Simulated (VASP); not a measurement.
Set up this calculation in VASP 6.6.1, as the native input.

* Task: single point
* Functional: PBE
* Potentials or basis: VASP PAW PBE potentials, release 64 (Sr_sv, O)
* Cutoff: 600 eV
* k mesh: 8 × 8 × 8
* Occupations: tetrahedron
* Spin: no spin polarisation
* Dipole correction: no
* Further INCAR settings: ALGO = Normal; EDIFF = 1e-06; NBANDS = 15

The structure of SrO lies in POSCAR:

```
SrO
1.0
    0.0000000000      2.5697984671      2.5697984671
    2.5697984671      0.0000000000      2.5697984671
    2.5697984671      2.5697984671      0.0000000000
Sr O
1 1
Direct
    0.5000000000      0.5000000000      0.5000000000
    0.0000000000      0.0000000000      0.0000000000
```

One way to write it, as run:

INCAR

```
PREC = Accurate
ENCUT = 600
EDIFF = 1E-6
ISMEAR = -5
SIGMA = 0.1
LREAL = F
LASPH = T
NELM = 120
ALGO = Normal
ISIF = 2
LWAVE = F
LCHARG = F
GGA = PE
NBANDS = 15
GGA_COMPAT = F
```

KPOINTS

```
regular mesh
0
Gamma
  8 8 8
```

Potentials or basis: VASP PAW PBE potentials, release 64 (Sr_sv, O).

Launch:

```console
$ cat potpaw_PBE.64/Sr_sv/POTCAR potpaw_PBE.64/O/POTCAR > POTCAR
$ mpirun -np 1 vasp_std > vasp.out
```

It gave:

```
Pressure               : 3.4 GPa
Band gap on the k mesh : 3.27 eV (least direct gap 3.35 eV)
```

Caveat: the cell stands under pressure.

Wall time 44 s on 1 thread of AMD EPYC 7R13, with other jobs on the host, peak memory 0.15 GiB.
